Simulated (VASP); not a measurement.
Set up this calculation in VASP 6.6.1, as the native input.

```
Task                   : relaxation of cell and atoms
Functional             : PBE
Potentials or basis    : VASP PAW PBE potentials, release 64 (Na_pv, Pd)
Cutoff                 : 600 eV
k mesh                 : 6 × 6 × 6
Occupations            : gaussian, width 0.1 eV
Spin                   : no spin polarisation
Dipole correction      : no
Further INCAR settings : ALGO = Normal; EDIFF = 1e-07; IBRION = 2; EDIFFG = -0.04; NSW = 90; ISIF = 3
```

The structure of NaPd lies in POSCAR:

```
NaPd
1.0
    1.8710586083     -4.9368134226      0.0000000000
    1.8710586083      4.9368134226      0.0000000000
    0.0000000000      0.0000000000      3.7168326408
Na Pd
2 2
Direct
    0.8540000000      0.1460000000      0.7500000000
    0.1460000000      0.8540000000      0.2500000000
    0.5500000000      0.4500000000      0.7500000000
    0.4500000000      0.5500000000      0.2500000000
```

One way to write it, as run:

INCAR

```
SYSTEM = NaPd
PREC     = Accurate       ! precision mode
ENCUT    = 600            ! plane-wave cutoff, eV
EDIFF    = 1E-7           ! SCF threshold, eV
ISMEAR   = 0              ! smearing method
SIGMA    = 0.1            ! smearing width, eV
LREAL    = .False.        ! projectors in reciprocal space
LASPH    = .True.         ! aspherical terms in the spheres
NELM     = 100            ! most SCF steps
ALGO     = Normal         ! electronic algorithm
ISIF     = 3              ! what is computed and relaxed
LWAVE    = .False.        ! write WAVECAR
LCHARG   = .False.        ! write CHGCAR
GGA      = PE             ! functional
IBRION   = 2              ! ionic algorithm
NSW      = 90             ! ionic steps
EDIFFG   = -0.04          ! ionic threshold
```

KPOINTS

```
regular mesh
0
Gamma
  6 6 6
  0 0 0
```

Potentials or basis: VASP PAW PBE potentials, release 64 (Na_pv, Pd).

Run with:

```console
$ cat potpaw_PBE.64/Na_pv/POTCAR potpaw_PBE.64/Pd/POTCAR > POTCAR
$ mpirun -np 1 vasp_std > vasp.out
```

It gave:

```yaml
Relaxed_volume: 19.42 Å³/atom
Relaxed_cell: a = 5.746 Å, b = 5.746 Å, c = 4.796 Å, α = 90.00°, β = 90.00°, γ = 150.62°
Space_group_after_relaxing_to_0.1_Å: Cmcm (No. 63)
Energy_gained_by_relaxing: 964.8 meV/atom
Ionic_steps: 29
Pressure_after_relaxing: 0.0 GPa
Largest_force_after_relaxing: 0.030 eV/Å
Band_gap_on_the_k_mesh: zero (bands 17 and 18 overlap by 3.21 eV)
```

Caveat: a cell axis changed by over 15 % at a fixed basis, so the end point is rough.

Wall time 13 min on 1 thread of Intel(R) Xeon(R) 6975P-C (Granite Rapids), on a shared host, peak memory 0.28 GiB.
